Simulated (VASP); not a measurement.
# Ru (P6_3/mmc) in VASP: notebook, part 2 of 2

VASP 6.6.1. The steps go on from the part before.

### Step 3. Vibrations by perturbation theory, PBEsol

This run uses another cell than the first one, of 13.23 Å³/atom.

INCAR

```
PREC = Accurate ; ENCUT = 520
EDIFF = 1E-8 ; ISMEAR = -1
SIGMA = 0.15 ; LREAL = False
LASPH = True ; NELM = 80
ALGO = Normal ; ISIF = 2
LWAVE = False ; LCHARG = False
GGA = PS ; NBANDS = 21
IBRION = 8 ; NSW = 1
```

KPOINTS

```
regular mesh
0
Gamma
  18 18 10
```

POSCAR

```
Ru
1.0
    2.6836840487      0.0000000000      0.0000000000
   -1.3418420243      2.3241385619      0.0000000000
    0.0000000000      0.0000000000      4.2406797170
Ru
2
Direct
    0.3333333333      0.6666666667      0.2500000000
    0.6666666667      0.3333333333      0.7500000000
```

Potentials or basis: VASP PAW PBE potentials, release 64 (Ru_pv).

Started as:

```console
cat potpaw_PBE.64/Ru_pv/POTCAR > POTCAR
mpirun -np 1 vasp_std > vasp.out
```

OUTCAR:

```text
PREC = Accurate
   ENCUT = 520
   EDIFF = 1E-8
   ISMEAR = -1
   LREAL = False
   LASPH = True
   NELM = 80
   ISIF = 2
   GGA = PS
   IBRION = 8
   NSW = 1

 ion  position               nearest neighbor table
   1  0.333  0.667  0.250-   2 2.63   2 2.63   2 2.63   2 2.63   2 2.63   2 2.63
   2  0.667  0.333  0.750-   1 2.63   1 2.63   1 2.63   1 2.63   1 2.63   1 2.63

  LATTYP: Found a hexagonal cell.
 ALAT       =     2.6836840487
 C/A-ratio  =     1.5801710038

  Lattice vectors:

 A1 = (   2.6836840487,   0.0000000000,   0.0000000000)
 A2 = (  -1.3418420243,   2.3241385619,   0.0000000000)
 A3 = (   0.0000000000,   0.0000000000,   4.2406797170)

Analysis of symmetry for initial positions (statically):
=====================================================================
 Subroutine PRICEL returns:
 Original cell was already a primitive cell.

 Routine SETGRP: Setting up the symmetry group for a
 hexagonal supercell.

 Subroutine GETGRP returns: Found 24 space group operations
 (whereof 12 operations were pure point group operations)
 out of a pool of 24 trial point group operations.

The static configuration has the point symmetry D_3d.
 The point group associated with its full space group is D_6h.

Analysis of symmetry for dynamics (positions and initial velocities):
=====================================================================
 Subroutine PRICEL returns:
 Original cell was already a primitive cell.

 Routine SETGRP: Setting up the symmetry group for a
 hexagonal supercell.

 Subroutine GETGRP returns: Found 24 space group operations
[... 773 lines left out ...]
--------------------------------------- Ionic step        4  -------------------------------------------

------------------------ aborting loop because EDIFF is reached ----------------------------------------

[... ionic steps 5 to 5 ...]

--------------------------------------- Ionic step        6  -------------------------------------------

 Free energy of the ion-electron system (eV)
  ---------------------------------------------------
  ---------------------------------------------------
  free energy    TOTEN  =        -0.74313388 eV

  energy without entropy =       -0.74313388

------------------------ aborting loop because EDIFF is reached ----------------------------------------

 INTERNAL STRAIN TENSOR  FOR ION    1  DIRECTION 3   (eV/Angst):
 -----------------------------------------------------------------------------
    -0.06210 -0.00000  0.00000
    -0.00000 -0.06210  0.00000
    -0.00000  0.00000  0.13116

 INTERNAL STRAIN TENSOR FOR ION    2 for displacements in x,y,z  (eV/Angst):
          X           Y           Z          XY          YZ          ZX
  --------------------------------------------------------------------------------
  x     0.00000    -0.00000    -0.00000     3.15437     0.00000     0.00000
  y     3.15437    -3.15437     0.00000    -0.00000     0.00000     0.00000
  z    -0.00000     0.00000    -0.00000    -0.00000     0.00000    -0.00000

 SECOND DERIVATIVES (NOT SYMMETRIZED)
 ------------------------------------
               1X          1Y          1Z          2X          2Y          2Z
  1X    -7.613848   -0.000000    0.000000    7.613848    0.000000    0.000000
  1Y    -0.000000   -7.613848    0.000000    0.000000    7.613848    0.000000
  1Z    -0.000000    0.000000  -13.484323    0.000000    0.000000   13.484323
  2X     7.613848    0.000000    0.000000   -7.613848   -0.000000    0.000000
  2Y     0.000000    7.613848    0.000000   -0.000000   -7.613848    0.000000
  2Z     0.000000    0.000000   13.484323   -0.000000    0.000000  -13.484323

 Eigenvectors and eigenvalues of the dynamical matrix
 ----------------------------------------------------

   1 f  =    8.075495 THz    50.739834 2PiTHz  269.369530 cm-1    33.397550 meV
             X         Y         Z           dx          dy          dz
     -0.000000  1.549426  1.060170     0.000000    0.000000    0.707107
      1.341842  0.774713  3.180510    -0.000000    0.000000   -0.707107
[... 11 lines left out ...]
   4 f  =    0.000000 THz     0.000000 2PiTHz    0.000002 cm-1     0.000000 meV
             X         Y         Z           dx          dy          dz
     -0.000000  1.549426  1.060170     0.506474    0.379137    0.315814
      1.341842  0.774713  3.180510     0.506474    0.379137    0.315814

   5 f/i=    0.000000 THz     0.000000 2PiTHz    0.000001 cm-1     0.000000 meV
             X         Y         Z           dx          dy          dz
     -0.000000  1.549426  1.060170     0.365344    0.016071   -0.605199
      1.341842  0.774713  3.180510     0.365344    0.016071   -0.605199

   6 f/i=    0.000000 THz     0.000001 2PiTHz    0.000004 cm-1     0.000000 meV
             X         Y         Z           dx          dy          dz
     -0.000000  1.549426  1.060170     0.331673   -0.596655    0.184380
      1.341842  0.774713  3.180510     0.331673   -0.596655    0.184380

--------------------------------------------------------------------------------------------------------

 ELASTIC MODULI CONTR FROM IONIC RELAXATION (kBar)
 Direction    XX          YY          ZZ          XY          YZ          ZX
 --------------------------------------------------------------------------------
 XX         -79.1597     79.1597      0.0000     -0.0000      0.0000     -0.0000
 YY          79.1597    -79.1597      0.0000     -0.0000      0.0000     -0.0000
 ZZ           0.0000      0.0000     -0.0000      0.0000      0.0000     -0.0000
 XY          -0.0000     -0.0000      0.0000    -79.1597      0.0000     -0.0000
 YZ           0.0000      0.0000      0.0000      0.0000      0.0000      0.0000
 ZX          -0.0000     -0.0000     -0.0000     -0.0000      0.0000     -0.0000
 --------------------------------------------------------------------------------
```

OSZICAR:

```text
N       E                     dE             d eps       ncg     rms          rms(c)
DAV:   1     0.286588875086E+03    0.28659E+03   -0.17473E+04  9348   0.149E+03
DAV:   2    -0.160516040705E+02   -0.30264E+03   -0.29336E+03  9544   0.447E+02
DAV:   3    -0.219287507550E+02   -0.58771E+01   -0.58400E+01 10959   0.697E+01
DAV:   4    -0.219719046050E+02   -0.43154E-01   -0.43092E-01 11590   0.571E+00
[... 51 lines left out ...]
RMM:  14    -0.743134000730E+00    0.11428E-06   -0.28985E-06 25774   0.530E-05    0.758E-07
RMM:  15    -0.743133955517E+00    0.45213E-07   -0.19424E-06 25220   0.373E-05    0.283E-07
RMM:  16    -0.743133917399E+00    0.38118E-07   -0.13007E-06 22748   0.264E-05    0.230E-07
RMM:  17    -0.743133893411E+00    0.23987E-07   -0.89115E-07 20104   0.205E-05    0.106E-07
RMM:  18    -0.743133875020E+00    0.18392E-07   -0.60059E-07 16050   0.165E-05    0.576E-08
 Linear response finished
```

stdout:

```text
POSCAR found type information on POSCAR Ru
 POSCAR found :  1 types and       2 ions
 scaLAPACK will be used
 -----------------------------------------------------------------------------
|                                                                             |
|                                                                             |
|     You enforced a specific xc type in the INCAR file but a different       |
|     I HOPE YOU KNOW WHAT YOU ARE DOING!                                     |
|                                                                             |
 -----------------------------------------------------------------------------

 LDA part: xc-table for (Slater+PW92), standard interpolation
 POSCAR, INCAR and KPOINTS ok, starting setup
 FFT: planning ... GRIDC
 FFT: planning ... GRID_SOFT
 FFT: planning ... GRID
 WAVECAR not read
 entering main loop
 Linear response reoptimize wavefunctions to high precision
 Linear response DOF=           2
 Linear response progress:
 first order change of Fermi-energy  -0.82118E-06
 force on displaced ion       1 direction 1 :  -7.614   0.000   0.000
 Linear response progress:
 first order change of Fermi-energy   0.98635E-04
 force on displaced ion       1 direction 3 :  -0.000   0.000 -13.484
 Linear response finished
```

Run time: 27 min. Hardware: 1 thread of Intel Xeon 8259CL, shared host; peak memory 0.99 GiB.

Results:

```yaml
Highest_phonon_frequency_at_Γ: 269 cm⁻¹
```

Phonon frequencies in cm⁻¹ (negative: imaginary):
```tsv
q point	frequencies
(0.000, 0.000, 0.000)	0 0 0 202 202 269
```

Caveat: the cell stands under pressure or tension, which shifts response properties; the PAW data sets were made with another functional, which shifts forces and pressure a little.

### Step 4. Vibrations by perturbation theory, PBEsol

INCAR

```
PREC = Accurate
ENCUT = 520
EDIFF = 1E-8
ISMEAR = -1
SIGMA = 0.15
LREAL = F
LASPH = T
NELM = 100
ALGO = Normal
ISIF = 2
LWAVE = F
LCHARG = F
GGA = PS
NBANDS = 21
IBRION = 8
NSW = 1
```

KPOINTS

```
Automatic mesh
0
Gamma
  18 18 10
```

POSCAR

```
Ru
1.0
    2.6916927100      0.0000000000      0.0000000000
   -1.3458463550      2.3310742660      0.0000000000
    0.0000000000      0.0000000000      4.2517439378
Ru
2
Direct
    0.3333333333      0.6666666667      0.2500000000
    0.6666666667      0.3333333333      0.7500000000
```

Potentials or basis: VASP PAW PBE potentials, release 64 (Ru_pv).

Started as:

```console
cat potpaw_PBE.64/Ru_pv/POTCAR > POTCAR
mpirun -np 1 vasp_std > vasp.out
```

OUTCAR:

```text
PREC = Accurate
   ENCUT = 520
   EDIFF = 1E-8
   ISMEAR = -1
   LREAL = F
   LASPH = T
   NELM = 100
   ISIF = 2
   GGA = PS
   IBRION = 8
   NSW = 1

 ion  position               nearest neighbor table
   1  0.333  0.667  0.250-   2 2.63   2 2.63   2 2.63   2 2.63   2 2.63   2 2.63
   2  0.667  0.333  0.750-   1 2.63   1 2.63   1 2.63   1 2.63   1 2.63   1 2.63

  LATTYP: Found a hexagonal cell.
 ALAT       =     2.6916927100
 C/A-ratio  =     1.5795799877

  Lattice vectors:

[... 833 lines left out ...]
               1X          1Y          1Z          2X          2Y          2Z
  1X    -7.420024    0.000000    0.000000    7.420024    0.000000    0.000000
  1Y     0.000000   -7.420024    0.000000    0.000000    7.420024    0.000000
  1Z     0.000000    0.000000  -12.849068    0.000000    0.000000   12.849068
  2X     7.420024    0.000000    0.000000   -7.420024    0.000000    0.000000
  2Y     0.000000    7.420024    0.000000    0.000000   -7.420024    0.000000
  2Z     0.000000    0.000000   12.849068    0.000000    0.000000  -12.849068

 Eigenvectors and eigenvalues of the dynamical matrix
 ----------------------------------------------------

   1 f  =    7.882980 THz    49.530222 2PiTHz  262.947896 cm-1    32.601369 meV
             X         Y         Z           dx          dy          dz
     -0.000000  1.554050  1.062936     0.000000    0.000000    0.707107
      1.345846  0.777025  3.188808     0.000000   -0.000000   -0.707107
[... 21 lines left out ...]
   6 f/i=    0.000000 THz     0.000001 2PiTHz    0.000004 cm-1     0.000000 meV
             X         Y         Z           dx          dy          dz
     -0.000000  1.554050  1.062936     0.031515   -0.118001   -0.696479
      1.345846  0.777025  3.188808     0.031515   -0.118001   -0.696479

--------------------------------------------------------------------------------------------------------

 ELASTIC MODULI CONTR FROM IONIC RELAXATION (kBar)
 Direction    XX          YY          ZZ          XY          YZ          ZX
 --------------------------------------------------------------------------------
 XX         -72.8647     72.8647     -0.0000      0.0000      0.0000      0.0000
 YY          72.8647    -72.8647     -0.0000     -0.0000      0.0000      0.0000
 ZZ          -0.0000     -0.0000     -0.0000      0.0000      0.0000      0.0000
 XY           0.0000     -0.0000      0.0000    -72.8647      0.0000      0.0000
 YZ           0.0000      0.0000      0.0000      0.0000      0.0000      0.0000
 ZX           0.0000      0.0000      0.0000      0.0000      0.0000      0.0000
 --------------------------------------------------------------------------------
```

OSZICAR:

```text
N       E                     dE             d eps       ncg     rms          rms(c)
DAV:   1     0.286121895013E+03    0.28612E+03   -0.17523E+04  9332   0.148E+03
DAV:   2    -0.160598600613E+02   -0.30218E+03   -0.29299E+03  9599   0.446E+02
DAV:   3    -0.219431520493E+02   -0.58833E+01   -0.58509E+01 10934   0.695E+01
DAV:   4    -0.219863930957E+02   -0.43241E-01   -0.43176E-01 11839   0.572E+00
[... 58 lines left out ...]
RMM:  19    -0.742745571063E+00    0.15587E-07   -0.40448E-07 10384   0.110E-05    0.933E-07
RMM:  20    -0.742745562863E+00    0.82001E-08   -0.28191E-07  9926   0.947E-06    0.949E-07
RMM:  21    -0.742745549236E+00    0.13627E-07   -0.19610E-07 14451   0.884E-06    0.132E-06
RMM:  22    -0.742745541419E+00    0.78164E-08   -0.13825E-07 14551   0.824E-06    0.152E-06
RMM:  23    -0.742745539548E+00    0.18718E-08   -0.95156E-08  9241   0.732E-06    0.146E-06
 Linear response finished
```

Run time: 22 min. Hardware: 1 thread of Intel Xeon 8259CL, shared host; peak memory 1 GiB.

Results:

```
Highest phonon frequency at Γ : 263 cm⁻¹
```

Phonon frequencies in cm⁻¹ (negative: imaginary):
```csv
q point,frequencies
"(0.000, 0.000, 0.000)",0 0 0 200 200 263
```

Caveat: the PAW data sets were made with another functional, which shifts forces and pressure a little.
